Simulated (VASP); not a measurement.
A run of VASP 6.6.1 is set up as follows.

The input INCAR:

```
SYSTEM = AlCo
ALGO = Normal
EDIFF = 1E-6
ENCUT = 520
ISIF = 2
ISMEAR = -1
ISPIN = 2
LASPH = .TRUE.
LCHARG = .FALSE.
LMAXMIX = 4
LORBIT = 11
LREAL = .FALSE.
LWAVE = .FALSE.
MAGMOM = 0 0.65
NBANDS = 17
NELM = 150
NUPDOWN = 0.6
PREC = Accurate
SIGMA = 0.02
```

KPOINTS

```
Automatic mesh
0
Gamma
  6 6 6
  0.5 0.5 0.5
```

The input POSCAR:

```
AlCo
1.0
    2.8194030000      0.0000000000      0.0000000000
    0.0000000000      2.8194030000      0.0000000000
    0.0000000000      0.0000000000      2.8194030000
Al Co
1 1
Direct
    0.0000000000      0.0000000000      0.0000000000
    0.5000000000      0.5000000000      0.5000000000
```

Potentials or basis: VASP PAW LDA potentials, release 64 (Al, Co).

Command:

```bash
$ cat potpaw_LDA.64/Al/POTCAR potpaw_LDA.64/Co/POTCAR > POTCAR
$ mpirun -np 1 vasp_std > vasp.out
```

Problem. What does it give for the pressure?

Solution. -1.6 GPa.

Caveat: the k points lie up to 0.37 Å⁻¹ apart; the total moment is fixed, so each spin has its own Fermi level.
